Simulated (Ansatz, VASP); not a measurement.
AgBr in VASP and in Ansatz

```
CELL_PARAMETERS angstrom
0.00000 2.83768 2.83768
2.83768 0.00000 2.83768
2.83768 2.83768 0.00000
ATOMIC_POSITIONS crystal
Ag 0.00000 0.00000 0.00000
Br 0.50000 0.50000 0.50000
```

Alike in both runs: functional PBEsol; k mesh 10 × 10 × 10; occupations gaussian, width 0.02 eV; no spin polarisation.

Ansatz relaxed the structure, and its values are those at the end. VASP's run is a single point on that final structure, the one shown.

```csv
,VASP,Ansatz
version,VASP 6.6.1,Ansatz 0.2.0
potentials or method,"VASP PAW PBE potentials, release 64 (Ag, Br), cutoff 500 eV","scalar-relativistic, plane waves, PAW"
valence electrons in the cell,18,26
```

VASP gave:

- gap on the k mesh at the Fermi level (eV): 0.50
- least direct gap on the mesh (eV): 2.57
- pressure (GPa): -0.1

Question: What did Ansatz give for the same quantities?

Answer: gap on the k mesh at the Fermi level (eV): 0.50; least direct gap on the mesh (eV): 2.57; pressure (GPa): 0.0.

VASP's potentials were made for PBE, not for PBEsol. VASP's potentials hold 18 valence electrons a cell and Ansatz's 26, so a difference there can come from the potentials and not from the codes.
